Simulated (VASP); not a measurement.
# Ir in VASP: notebook, part 2 of 3

VASP 6.6.1. The steps go on from the part before.

## Step 3: Electric field gradients, PBEsol (equal xy, yz and zx shear strains of +1 %)

The input, INCAR:

```
PREC = Accurate ; ENCUT = 520
EDIFF = 1E-8 ; ISMEAR = -1
SIGMA = 0.05 ; LREAL = F
LASPH = T ; NELM = 60
ALGO = Normal ; ISIF = 2
LWAVE = F ; LCHARG = F
GGA = PS ; LEFG = T
NBANDS = 10
```

The input, KPOINTS:

```
Automatic mesh
0
Gamma
  15 15 15
```

The input, POSCAR:

```
Ir
1.0
    0.0191970000      1.9292985000      1.9292985000
    1.9292985000      0.0191970000      1.9292985000
    1.9292985000      1.9292985000      0.0191970000
Ir
1
Direct
    0.0000000000      0.0000000000      0.0000000000
```

Potentials or basis: VASP PAW PBE potentials, release 64 (Ir).

Started as:

```sh
cat potpaw_PBE.64/Ir/POTCAR > POTCAR
mpirun -np 1 vasp_std > vasp.out
```

OUTCAR:

```text
PREC = Accurate
   ENCUT = 520
   EDIFF = 1E-8
   ISMEAR = -1
   LREAL = F
   LASPH = T
   NELM = 60
   ISIF = 2
   GGA = PS

 ion  position               nearest neighbor table
   1  0.000  0.000  0.000-

  LATTYP: Found a trigonal (rhomboedric) cell.
 ALAT       =     2.7285076377
 COS(alpha) =     0.5099250056

  Lattice vectors:

 A1 = (   0.0191970000,   1.9292985000,   1.9292985000)
 A2 = (   1.9292985000,   0.0191970000,   1.9292985000)
 A3 = (   1.9292985000,   1.9292985000,   0.0191970000)

Analysis of symmetry for initial positions (statically):
=====================================================================
 Subroutine PRICEL returns:
 Original cell was already a primitive cell.

 Routine SETGRP: Setting up the symmetry group for a
 trigonal (rhombohedral) supercell.

 Subroutine GETGRP returns: Found 12 space group operations
 (whereof 12 operations were pure point group operations)
 out of a pool of 12 trial point group operations.

The static configuration has the point symmetry D_3d.

Analysis of symmetry for dynamics (positions and initial velocities):
=====================================================================
 Subroutine PRICEL returns:
 Original cell was already a primitive cell.

 Routine SETGRP: Setting up the symmetry group for a
 trigonal (rhombohedral) supercell.

 Subroutine GETGRP returns: Found 12 space group operations
 (whereof 12 operations were pure point group operations)
 out of a pool of 12 trial point group operations.

The dynamic configuration has the point symmetry D_3d.

 Subroutine INISYM returns: Found 12 space group operations
 (whereof 12 operations are pure point group operations),
 and found     1 'primitive' translations

----------------------------------------------------------------------------------------

                                     Primitive cell

  volume of cell :      14.1481

  direct lattice vectors                    reciprocal lattice vectors
     0.019197000  1.929298500  1.929298500    -0.263062066  0.260470322  0.260470322
     1.929298500  0.019197000  1.929298500     0.260470322 -0.263062066  0.260470322
     1.929298500  1.929298500  0.019197000     0.260470322  0.260470322 -0.263062066

  length of vectors
     2.728507638  2.728507638  2.728507638     0.452649122  0.452649122  0.452649122

  position of ions in fractional coordinates (direct lattice)
     0.000000000  0.000000000  0.000000000

  ion indices of the primitive-cell ions
   primitive index   ion index
                 1           1

----------------------------------------------------------------------------------------

 KPOINTS: Automatic mesh

Automatic generation of k-mesh.
 Grid dimensions read from file:
 generate k-points for:   15   15   15

 Generating k-lattice:
[... 62 lines left out ...]
   EDIFF  = 0.1E-07   stopping-criterion for ELM
   LREAL  =      F    real-space projection
   EDIFFG = 0.1E-06   stopping-criterion for IOM
   NSW    =      0    number of steps for IOM
   IBRION =     -1    ionic relax: 0-MD 1-quasi-New 2-CG
   NFREE  =      0    steps in history (QN), initial steepest desc. (CG)
   ISIF   =      2    stress and relaxation
   ISYM   =      2    0-nonsym 1-usesym 2-fastsym
   POTIM  = 0.5000    time-step for ionic-motion
   TEBEG  =    0.0;   TEEND  =   0.0 temperature during run
   PSTRESS=    0.0 pullay stress
   NELECT =       9.0000    total number of electrons
   NUPDOWN=      -1.0000    fix difference up-down
   EMIN   =  10.00;   EMAX   =-10.00  energy-range for DOS
   EFERMI =   0.00;   METHOD = LEGACY
   ISMEAR =    -1;   SIGMA  =   0.05  broadening in eV -4-tet -1-fermi 0-gaus
   EFERMI_NEDOS =   21; number of points for ismear=-14 and -15
   IALGO  =     38    algorithm
   IMIX   =      4    mixing-type and parameters
     AMIX     =   0.40;   BMIX     =  1.00
     AMIX_MAG =   1.60;   BMIX_MAG =  1.00
  volume/ion in A,a.u.               =      14.15        95.48
  Fermi-wavevector in a.u.,A,eV,Ry     =   1.407958  2.660655 26.971463  1.982347
  Thomas-Fermi vector in A             =   2.530165
   LORBIT       =      0    0 simple, 1 ext, 2 COOP (PROOUT), +10 PAW based schemes
   GGA     = PS    functional components
   LHFCALC =     F    Hartree Fock is set to
   AEXX    =    0.0000 exact exchange contribution
   IVDW    =     0    specifies the selected vdW correction
   LEPSILON=     F    determine dielectric tensor
   LRPA    =     F    only Hartree local field effects (RPA)
 non-spin polarized calculation
  energy-cutoff  :      520.00
  volume of cell :       14.15
 maximum number of plane-waves:       388
   NGX = 11   NGY = 11   NGZ = 11

 number of electron       9.0000000 magnetization

 Free energy of the ion-electron system (eV)
  ---------------------------------------------------
  ext. energy  EPLUGINS =         0.00000000
  ---------------------------------------------------
  free energy    TOTEN  =        -9.82528597 eV

  energy without entropy =       -9.81738614  energy(sigma->0) =       -9.82133605

 E-fermi :  10.2935     XC(G=0): -14.1013

 val. band max:       10.2826448798   @ k =  -0.3333   0.2667   0.0667
 cond. band min:      10.2949383014   @ k =  -0.4000  -0.4667   0.1333
 fundamental gap:      0.0122934216
 Fermi energy:        10.2934881665

 k-point     1 :       0.0000    0.0000    0.0000
  band No.  band energies     occupation
      1      -0.9449      2.00000
      2       6.1854      2.00000
      3       6.4136      2.00000
      4       6.4136      2.00000
      5       9.0600      2.00000
      6       9.0600      2.00000
      7      24.5607      0.00000
      8      29.8214      0.00000
      9      30.3020      0.00000
     10      30.3020      0.00000
[... 287 lines left out ...]
 k-point    24 :       0.2000    0.1333    0.0000
  band No.  band energies     occupation
      1       0.7098      2.00000
      2       5.2852      2.00000
      3       7.1063      2.00000
      4       7.2359      2.00000
      5       8.0358      2.00000
      6       9.5207      2.00000
      7      27.2282      0.00000
      8      27.3928      0.00000
      9      30.2448      0.00000
     10      31.0719      0.00000

 [... further k-points ...]
[... 5 lines left out ...]
  --------------------------------------------------------------------------------------
  -------------------------------------------------------------------------------------
  Total       -0.1503016     -0.1503016     -0.1503016     -0.2468289     -0.2468289     -0.2468289
  in kB      -17.0206673    -17.0206673    -17.0206673    -27.9517435    -27.9517435    -27.9517435
  external PRESSURE =     -17.0206673 kB  Pullay stress =       0.0000000 kB

 VOLUME and BASIS-vectors are now :
 -----------------------------------------------------------------------------
  energy-cutoff  :      520.00
  volume of cell :       14.15
      direct lattice vectors                 reciprocal lattice vectors
     0.019197000  1.929298500  1.929298500    -0.263062066  0.260470322  0.260470322
     1.929298500  0.019197000  1.929298500     0.260470322 -0.263062066  0.260470322
     1.929298500  1.929298500  0.019197000     0.260470322  0.260470322 -0.263062066

 POSITION                                       TOTAL-FORCE (eV/Angst)
 -----------------------------------------------------------------------------------
      0.00000      0.00000      0.00000         0.000000      0.000000     -0.000000
 -----------------------------------------------------------------------------------
    total drift:                                0.000000      0.000000     -0.000000

  FREE ENERGIE OF THE ION-ELECTRON SYSTEM (eV)
  ---------------------------------------------------
  free  energy   TOTEN  =        -9.8252859652 eV

  energy  without entropy=       -9.8173861361  energy(sigma->0) =       -9.82133605

 Electric field gradients (V/A^2)
---------------------------------------------------------------------
 ion       V_xx      V_yy      V_zz      V_xy      V_xz      V_yz
---------------------------------------------------------------------
   1      -0.000    -0.000    -0.000    12.778    12.778    12.778
---------------------------------------------------------------------

 Electric field gradients after diagonalization (V/A^2)
 (convention: |V_zz| > |V_xx| > |V_yy|)
----------------------------------------------------------------------
 ion       V_xx      V_yy      V_zz     asymmetry (V_yy - V_xx)/ V_zz
----------------------------------------------------------------------
   1     -12.778   -12.778    25.556       0.000
----------------------------------------------------------------------

           NMR quadrupolar parameters

 Cq : quadrupolar parameter    Cq=e*Q*V_zz/h
 eta: asymmetry parameters     (V_yy - V_xx)/ V_zz
 Q  : nuclear electric quadrupole moment in mb (millibarn)
----------------------------------------------------------------------
 ion       Cq(MHz)       eta       Q (mb)
----------------------------------------------------------------------
   1       0.062       0.000       1.000
----------------------------------------------------------------------
```

OSZICAR:

```text
N       E                     dE             d eps       ncg     rms          rms(c)
DAV:   1     0.475634789388E+02    0.47563E+02   -0.43967E+03  6944   0.820E+02
DAV:   2    -0.954589151520E+01   -0.57109E+02   -0.54265E+02  7048   0.197E+02
DAV:   3    -0.104520625439E+02   -0.90617E+00   -0.90247E+00  8090   0.302E+01
DAV:   4    -0.104604871717E+02   -0.84246E-02   -0.84230E-02  7770   0.268E+00
DAV:   5    -0.104606516167E+02   -0.16444E-03   -0.16444E-03  7904   0.360E-01    0.158E+01
DAV:   6    -0.992820586432E+01    0.53245E+00   -0.94487E-01  7688   0.118E+01    0.619E+00
DAV:   7    -0.983241138441E+01    0.95794E-01   -0.28760E-01  8082   0.592E+00    0.145E+00
DAV:   8    -0.983050112531E+01    0.19103E-02   -0.19919E-03  7396   0.441E-01    0.122E+00
DAV:   9    -0.982529659908E+01    0.52045E-02   -0.26658E-03  7566   0.747E-01    0.333E-02
DAV:  10    -0.982528416329E+01    0.12436E-04   -0.17850E-05 10000   0.468E-02    0.217E-02
DAV:  11    -0.982528586866E+01   -0.17054E-05   -0.13734E-06  7506   0.764E-03    0.264E-03
DAV:  12    -0.982528591897E+01   -0.50318E-07   -0.30653E-08  9338   0.186E-03    0.209E-03
DAV:  13    -0.982528596178E+01   -0.42802E-07   -0.21537E-09  4050   0.354E-04    0.970E-05
DAV:  14    -0.982528596518E+01   -0.34036E-08   -0.16413E-10  3614   0.166E-04
   1 F= -.98252860E+01 E0= -.98213361E+01  d E =-.789983E-02
```

Run time: 66 s. Hardware: 1 thread of Intel Xeon 6975P-C, shared host; peak memory 0.17 GiB.

Results:

* Free energy: -9.8253 eV
* Pressure: -1.7 GPa

Stress tensor (GPa, compression positive):
```
-1.70 -2.80 -2.80
-2.80 -1.70 -2.80
-2.80 -2.80 -1.70
```

Electric field gradients, principal values (V/Å²):
| atom | least | middle | greatest (by size) |
| --- | --- | --- | --- |
| 1 Ir | -12.778 | -12.778 | 25.556 |

Caveat: the cell differs from its parent crystal (equal xy, yz and zx shear strains of +1 %); without QUAD_EFG the Cq values of the log hold for a quadrupole moment of 1 mb, not for the nuclei; the PAW data sets were made with another functional, which shifts forces and pressure a little; spin-orbit coupling is left out, which moves the levels of the heavy elements.

## Step 4: Electric field gradients, PBEsol (equal xy, yz and zx shear strains of +3 %)

The input, INCAR:

```
SYSTEM = Ir
PREC = Accurate
ENCUT = 520
EDIFF = 1E-8
ISMEAR = -1
SIGMA = 0.05
LREAL = .FALSE.
LASPH = .TRUE.
NELM = 100
ALGO = Normal
ISIF = 2
LWAVE = .FALSE.
LCHARG = .FALSE.
GGA = PS
LEFG = .TRUE.
NBANDS = 10
```

The input, KPOINTS:

```
Automatic mesh
0
G
  15 15 15
  0 0 0
```

The input, POSCAR:

```
Ir
1.0
    0.0575910000      1.9484955000      1.9484955000
    1.9484955000      0.0575910000      1.9484955000
    1.9484955000      1.9484955000      0.0575910000
Ir
1
Direct
    0.0000000000      0.0000000000      0.0000000000
```

Potentials or basis: VASP PAW PBE potentials, release 64 (Ir).

Started as:

```sh
cat potpaw_PBE.64/Ir/POTCAR > POTCAR
mpirun -np 1 vasp_std > vasp.out
```

OUTCAR:

```text
SYSTEM = Ir
   PREC = Accurate
   ENCUT = 520
   EDIFF = 1E-8
   ISMEAR = -1
   LREAL = .FALSE.
   LASPH = .TRUE.
   NELM = 100
   ISIF = 2
   GGA = PS

 ion  position               nearest neighbor table
   1  0.000  0.000  0.000-

  LATTYP: Found a trigonal (rhomboedric) cell.
 ALAT       =     2.7561905142
 COS(alpha) =     0.5293254421

  Lattice vectors:

 A1 = (   0.0575910000,   1.9484955000,   1.9484955000)
[... 518 lines left out ...]
    total drift:                                0.000000      0.000000     -0.000000

  FREE ENERGIE OF THE ION-ELECTRON SYSTEM (eV)
  ---------------------------------------------------
  free  energy   TOTEN  =        -9.7957946217 eV

  energy  without entropy=       -9.7883635895  energy(sigma->0) =       -9.79207911

 Electric field gradients (V/A^2)
---------------------------------------------------------------------
 ion       V_xx      V_yy      V_zz      V_xy      V_xz      V_yz
---------------------------------------------------------------------
   1       0.000    -0.000    -0.000    40.263    40.263    40.263
---------------------------------------------------------------------

 Electric field gradients after diagonalization (V/A^2)
 (convention: |V_zz| > |V_xx| > |V_yy|)
----------------------------------------------------------------------
 ion       V_xx      V_yy      V_zz     asymmetry (V_yy - V_xx)/ V_zz
----------------------------------------------------------------------
   1     -40.263   -40.263    80.527       0.000
----------------------------------------------------------------------

           NMR quadrupolar parameters

 Cq : quadrupolar parameter    Cq=e*Q*V_zz/h
 eta: asymmetry parameters     (V_yy - V_xx)/ V_zz
 Q  : nuclear electric quadrupole moment in mb (millibarn)
----------------------------------------------------------------------
 ion       Cq(MHz)       eta       Q (mb)
----------------------------------------------------------------------
   1       0.195       0.000       1.000
----------------------------------------------------------------------
```

stdout:

```text
POSCAR found type information on POSCAR Ir
 POSCAR found :  1 types and       1 ions
 scaLAPACK will be used
 -----------------------------------------------------------------------------
|                                                                             |
|                                                                             |
|     You enforced a specific xc type in the INCAR file but a different       |
|     I HOPE YOU KNOW WHAT YOU ARE DOING!                                     |
|                                                                             |
 -----------------------------------------------------------------------------

 LDA part: xc-table for (Slater+PW92), standard interpolation
 POSCAR, INCAR and KPOINTS ok, starting setup
 FFT: planning ... GRIDC
 FFT: planning ... GRID_SOFT
 FFT: planning ... GRID
 WAVECAR not read
 entering main loop
ion   1
```

Run time: 65 s. Hardware: 1 thread of Intel Xeon 6975P-C, shared host; peak memory 0.17 GiB.

Results:

* Free energy: -9.7958 eV
* Pressure: -0.5 GPa

Stress tensor (GPa, compression positive):
```
-0.48 -8.48 -8.48
-8.48 -0.48 -8.48
-8.48 -8.48 -0.48
```

Electric field gradients, principal values (V/Å²):
```
atom    least   middle  greatest (by size)
1 Ir  -40.263  -40.263              80.527
```

Caveat: the cell differs from its parent crystal (equal xy, yz and zx shear strains of +3 %); without QUAD_EFG the Cq values of the log hold for a quadrupole moment of 1 mb, not for the nuclei; the PAW data sets were made with another functional, which shifts forces and pressure a little; spin-orbit coupling is left out, which moves the levels of the heavy elements.

[end of part 2 of 3]
